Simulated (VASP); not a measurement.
A run of VASP 6.6.1:

File INCAR:

```
PREC = Accurate ; ENCUT = 520
EDIFF = 1E-7 ; ISMEAR = 1
SIGMA = 0.1 ; LREAL = False
LASPH = True ; NELM = 80
ALGO = Normal ; ISIF = 2
LWAVE = False ; LCHARG = True
LDIPOL = True ; IDIPOL = 3
DIPOL = 0.5 0.5 0.500 ; GGA = PS
LELF = True ; LVHAR = True
LVACPOTAV = True ; NBANDS = 54
```

Contents of KPOINTS:

```
Automatic mesh
0
Gamma
  16 16 1
```

The input POSCAR:

```
V
1.0
    2.9582124030      0.0000000004      0.0000000000
    1.4791062012      2.0917720502      0.0000000000
    0.0000000000      0.0000000000     28.5506323010
V
7
Direct
    0.0000000000      0.0000000000      0.2846752324
    0.5000000000      0.0000000000      0.3536256719
    0.0000000000      0.0000000000      0.4271221468
    0.5000000000      0.0000000000      0.4999999980
    0.0000000000      0.0000000000      0.5728778479
    0.5000000000      0.0000000000      0.6463743280
    0.0000000000      0.0000000000      0.7153247750
```

Potentials or basis: VASP PAW PBE potentials, release 64 (V_sv).

Command:

```bash
$ cat potpaw_PBE.64/V_sv/POTCAR > POTCAR
$ mpirun -np 1 vasp_std > vasp.out
```

Hardware: 1 thread of Oxide Virtual Turin-like Processor, on a shared host.

**Question.** Estimate the wall time of this run.

**Answer.** It took 39 min on 1 thread of Oxide Virtual Turin-like Processor, on a shared host, peak memory 0.57 GiB. Counts: scf iterations 34, k points 73.
